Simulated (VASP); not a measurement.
LiRu2:

```
Li Ru
1.0
     4.32378    0.00000    0.00000
    -2.16189    3.74451    0.00000
     0.00000    0.00000    2.56610
Li Ru
1 2
Direct
  0.00000 0.00000 0.00000
  0.33333 0.66667 0.50000
  0.66667 0.33333 0.50000
```

```yaml
Program: VASP 6.6.1
Task: relaxation of cell and atoms
Functional: PBE
Potentials_or_basis: VASP PAW PBE potentials, release 64 (Li_sv, Ru_pv)
Cutoff: 600 eV
k_mesh: 12 × 12 × 18
Occupations: gaussian, width 0.1 eV
Spin: no spin polarisation
```

At the start: pressure -0.1 GPa; volume 13.85 Å³/atom.

Task: How do energy, volume and symmetry change on relaxing?

Result: Over 8 steps the energy falls by 3.6 meV/atom and the volume is 13.86 Å³/atom (+0.1 %); space group P6/mmm (No. 191, to 0.1 Å) before and after.

The path:
```csv
step,energy change (eV),largest force (eV/Å),pressure (GPa),volume (Å³)
1,0.0000,0.0000,-0.07,41.55
2,-0.0055,0.0000,0.09,41.51
3,-0.0095,0.0000,0.40,41.45
4,-0.0027,0.0000,1.57,41.31
5,-0.0103,0.0000,0.58,41.42
6,-0.0104,0.0000,0.70,41.41
7,-0.0093,0.0000,-1.27,41.91
8,-0.0107,0.0000,0.03,41.57
```

Final structure:
```xyz
3
Lattice="4.3872 0.0000 0.0000 -2.1936 3.7994 0.0000 0.0000 0.0000 2.4940" Properties=species:S:1:pos:R:3 pbc="T T T"
Li    0.0000    0.0000    0.0000
Ru    0.0000    2.5330    1.2470
Ru    2.1936    1.2665    1.2470
```

Caveat: the cutoff is under 1.25 times the usual one of these potentials, so pressure, stress and relaxed cells hold a basis-set (Pulay) error.
